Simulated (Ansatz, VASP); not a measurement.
SnO2: VASP beside Ansatz

```xyz
6
Lattice="4.7605 0.1116 0.0000 0.1116 4.7605 0.0000 0.0000 0.0000 3.2002" Properties=species:S:1:pos:R:3 pbc="T T T"
Sn    0.0000    0.0000    0.0000
Sn    2.4361    2.4361    1.6001
O     1.4883    1.4883    0.0000
O     1.0103    3.8619    1.6001
O     3.3838    3.3838    0.0000
O     3.8619    1.0103    1.6001
```

Change from the starting cell: shear_xy strain +4.7%.

Alike in both runs: task single point; functional r2SCAN; k mesh 6 × 6 × 8; no spin polarisation.

```csv
,VASP,Ansatz
version,VASP 6.6.1,Ansatz 0.2.0
potentials or method,"VASP PAW PBE potentials, release 64 (Sn_d, O)","plane waves, PAW"
plane-wave cutoff (eV),520,500
occupations,"gaussian, width 0.01 eV",fixed
valence electrons in the cell,52,52
```

Ansatz gave:

```
gap on the k mesh at the Fermi level (eV)                     : 1.77
pressure (GPa)                                                : 0.6
traceless stress, the component that is largest in VASP (GPa) : -9.62
rms of the force components (eV/Å)                            : 0.002
```

Task: Which values does VASP return?

Result: gap on the k mesh at the Fermi level (eV): 1.79; pressure (GPa): 1.7; traceless stress, the component that is largest in VASP (GPa): -9.77; rms of the force components (eV/Å): 0.012.

VASP's potentials were made for PBE, not for r2SCAN. Atom by atom the forces differ by 0.013 eV/Å (rms over components).
